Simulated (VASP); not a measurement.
Sb: single point with PBEsol-based screened hybrid

Crystal: Sb.

```xyz
1
Lattice="0.1734 2.3885 2.4959 2.4173 0.0647 2.6045 2.3205 2.4004 0.1615" Properties=species:S:1:pos:R:3 pbc="T T T"
Sb    0.0000    0.0000    0.0000
```

```yaml
Program: VASP 6.6.1
Task: single point
Functional: PBEsol-based screened hybrid
Potentials_or_basis: VASP PAW PBE potentials, release 64 (Sb_d_GW)
Cutoff: 400 eV
k_mesh: 5 × 5 × 5
Occupations: fermi-dirac, width 0.05 eV
Spin: no spin polarisation
```

The pressure is -2.1 GPa.

Stress tensor (GPa, compression positive):
```
-2.63 -1.53  1.80
-1.53 -1.38 -0.67
 1.80 -0.67 -2.18
```

Levels at points of the mesh, in eV from the Fermi level:
| k point | band 4 | band 5 | band 6 | band 7 | band 8 | band 9 | band 10 | band 11 |
| --- | --- | --- | --- | --- | --- | --- | --- | --- |
| (0.00, 0.00, 0.00) | -31.76 | -31.72 | -14.60 | 4.64 | 6.03 | 7.39 | 9.52 | 10.97 |

Run time: 19 min on 1 thread of Intel(R) Xeon(R) 6975P-C (Granite Rapids), with other jobs on the host, peak memory 0.26 GiB.

Caveat: the k points lie up to 0.48 Å⁻¹ apart; the PAW data sets were made with another functional, which shifts forces and pressure a little; spin-orbit coupling is left out, which moves the levels of the heavy elements.
